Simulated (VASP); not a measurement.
Write the native input for VASP 6.6.1 that does the following.

```yaml
Task: single point
Functional: PBE
Potentials_or_basis: VASP PAW PBE potentials, release 64 (K_sv)
Cutoff: 520 eV
k_mesh: 3 × 3 × 3
Occupations: fermi-dirac, width 0.1 eV
Spin: no spin polarisation
Dipole_correction: no
Further_INCAR_settings: ALGO = Normal; EDIFF = 1e-06; NBANDS = 46
```

The structure of K lies in POSCAR:

```
K
1.0
    8.4248795972      0.0000000000      0.0000000000
    0.0000000000      8.4248795972      0.0000000000
    0.0000000000      0.0000000000      8.4248795972
K
8
Direct
    0.0000000000      1.0000000000      0.0000000000
    0.5000000000      0.5000000000      0.5000000000
    0.2500000000      0.0000000000      0.5000000000
    0.7500000000      0.0000000000      0.5000000000
    0.5000000000      0.2500000000      1.0000000000
    0.5000000000      0.7500000000      0.0000000000
    1.0000000000      0.5000000000      0.2500000000
    1.0000000000      0.5000000000      0.7500000000
```

The input as run:

INCAR

```
  PREC = Accurate
  ENCUT = 520
  EDIFF = 1E-6
  ISMEAR = -1
  SIGMA = 0.1
  LREAL = False
  LASPH = True
  NELM = 60
  ALGO = Normal
  ISIF = 2
  LWAVE = False
  LCHARG = False
  GGA = PE
  NBANDS = 46
```

KPOINTS

```
Automatic mesh
0
Gamma
  3 3 3
```

Potentials or basis: VASP PAW PBE potentials, release 64 (K_sv).

Launch:

```sh
$ cat potpaw_PBE.64/K_sv/POTCAR > POTCAR
$ mpirun -np 1 vasp_std > vasp.out
```

It gave:

The pressure is 0.0 GPa and the band gap on the k mesh is zero (bands 36 and 37 overlap by 0.18 eV).

Wall time 63 s on 1 thread of Intel(R) Xeon(R) 6975P-C (Granite Rapids) (shared host), peak memory 0.53 GiB.
